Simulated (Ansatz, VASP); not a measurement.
One calculation of AlN, two programs

```
CELL_PARAMETERS angstrom
3.11300 0.00000 0.00000
-1.55650 2.69594 0.00000
0.00000 0.00000 4.98100
ATOMIC_POSITIONS crystal
Al 0.33333 0.66667 0.00000
Al 0.66667 0.33333 0.50000
N 0.33333 0.66667 0.38000
N 0.66667 0.33333 0.88000
```

Alike in both runs: task single point; functional LDA; k mesh 12 × 12 × 4; no spin polarisation.

```csv
,VASP,Ansatz
version,VASP 6.6.1,Ansatz 0.2.0
potentials or method,"VASP PAW LDA potentials, release 64 (Al, N), cutoff 520 eV","plane waves, PAW"
occupations,"gaussian, width 0.01 eV",fixed
valence electrons in the cell,16,16
```

VASP gave:

| Quantity | Value |
| --- | --- |
| pressure (GPa) | -4.1 |
| traceless stress, the component that is largest in VASP (GPa) | 1.14 |

Question: Estimate Ansatz's values.

Answer: Pressure (GPa): -4.6; traceless stress, the component that is largest in VASP (GPa): 1.12.

LDA's correlation is that of Perdew and Zunger in VASP and of Perdew and Wang (1992) in Ansatz.
